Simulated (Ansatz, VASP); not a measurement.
Ca in VASP and in Ansatz

Contents of INCAR:

```
SYSTEM = Ca
PREC = Accurate ; ENCUT = 520
EDIFF = 1E-7 ; ISMEAR = 0
SIGMA = 0.05 ; LREAL = .FALSE.
LASPH = .TRUE. ; NELM = 100
ALGO = Normal ; ISIF = 2
LWAVE = .FALSE. ; LCHARG = .FALSE.
NBANDS = 11
```

Contents of KPOINTS:

```
Automatic mesh
0
G
  9 9 9
  0 0 0
```

File POSCAR:

```
Ca
1.0
   -2.0964874600      2.1017318100      2.4453524600
    2.0964874600     -2.1017318100      2.4453524600
    2.0964874600      2.1017318100     -2.4453524600
Ca
1
Direct
    0.5000000000      0.5000000000      0.0000000000
```

The input input.yaml:

```yaml
crystal:
  lattice:
    - [-2.09648746, 2.10173181, 2.44535246]
    - [2.09648746, -2.10173181, 2.44535246]
    - [2.09648746, 2.10173181, -2.44535246]
  atoms:
    - { symbol: Ca, position: [0.5, 0.5, 0.0] }
kpoints:
  mp_grid: { grid: [9, 9, 9] }
scf:
  occupations: { method: gaussian, width: 0.05 }
hamiltonian:
  xc: lda
  pseudopotentials: { kind: all_electron, lapw: { basis_error: 0.001 } }
output:
  forces: true
  stress: true
  eigenvalues: true
```

Alike in both runs: task single point; functional LDA; k mesh 9 × 9 × 9; occupations gaussian, width 0.05 eV; no spin polarisation.

|  | VASP | Ansatz |
| --- | --- | --- |
| version | VASP 6.6.1 | Ansatz 0.2.0 |
| potentials or method | VASP PAW LDA potentials, release 64 (Ca_sv), cutoff 520 eV | all-electron LAPW, scalar-relativistic |

VASP gave:

* gap on the k mesh at the Fermi level (eV): none
* pressure (GPa): -2.0
* traceless stress, the component that is largest in VASP (GPa): 0.13

Problem. What did Ansatz give for the same quantities?

Solution. gap on the k mesh at the Fermi level (eV): none; pressure (GPa): -2.0; traceless stress, the component that is largest in VASP (GPa): 0.14.

LDA's correlation is that of Perdew and Zunger in VASP and of Perdew and Wang (1992) in Ansatz. A gap of «none» marks a metal or a gap that the smearing closes. Ansatz ran all-electron here, and VASP with PAW potentials.
